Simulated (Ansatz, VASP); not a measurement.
## One calculation of Hg, two programs

The input INCAR:

```
PREC = Accurate
ENCUT = 550
EDIFF = 1E-6
ISMEAR = -1
SIGMA = 0.1
LREAL = F
LASPH = T
NELM = 120
ALGO = Normal
ISIF = 2
LWAVE = F
LCHARG = F
NBANDS = 48
GGA_COMPAT = F
```

Contents of KPOINTS:

```
Automatic mesh
0
Gamma
  13 13 4
```

File POSCAR:

```
Hg
1.0
    3.0363648562      0.0000000000      0.0000000000
   -1.5181824281      2.6295691007      0.0000000000
    0.0000000000      0.0000000000     10.2204830815
Hg
4
Direct
    0.0000000000      1.0000000000      0.0000000000
    0.0000000000      1.0000000000      0.5000000000
    0.3333333333      0.6666666667      0.2500000000
    0.6666666667      0.3333333333      0.7500000000
```

Input for Ansatz:

```yaml
crystal:
  lattice:
    - [3.0363648562, 0.0, 0.0]
    - [-1.5181824281, 2.6295691007, 0.0]
    - [0.0, 0.0, 10.2204830815]
  atoms:
    - { symbol: Hg, position: [0.0, 1.0, 0.0] }
    - { symbol: Hg, position: [0.0, 1.0, 0.5] }
    - { symbol: Hg, position: [0.3333333333, 0.6666666667, 0.25] }
    - { symbol: Hg, position: [0.6666666667, 0.3333333333, 0.75] }
hamiltonian:
  xc: lda
  pseudopotentials:
    kind: paw
    azcp:
      Hg: "pseudopotentials/Hg.paw.azcp"
basis:
  ecutwfc: 420
  fft_grid_basis: typed
kpoints:
  mp_grid: { grid: [13, 13, 4], shift: [0, 0, 0] }
magnetization:
  spin_polarized: false
scf:
  occupations: { method: fermi_dirac, width: 0.1 }
  lower_state_search: "off"
output:
  stress: true
```

Alike in both runs: task single point; functional LDA; k mesh 13 × 13 × 4; occupations fermi-dirac, width 0.1 eV; no spin polarisation.

```csv
,VASP,Ansatz
version,VASP 6.6.1,Ansatz 0.2.0
potentials or method,"VASP PAW LDA potentials, release 64 (Hg_sv_GW), cutoff 550 eV","plane waves (420 eV) with PAW, scalar-relativistic"
valence electrons in the cell,80,80
```

Ansatz gave:

* pressure (GPa): 5.4
* traceless stress, the component that is largest in VASP (GPa): -0.27

Task: Which values does VASP return?

Result: Pressure (GPa): 5.3; traceless stress, the component that is largest in VASP (GPa): -0.27.

Ansatz warns that its potentials were made for another functional, while VASP's fit it. LDA's correlation is that of Perdew and Zunger in VASP and of Perdew and Wang (1992) in Ansatz.

Spin-orbit coupling is off throughout.
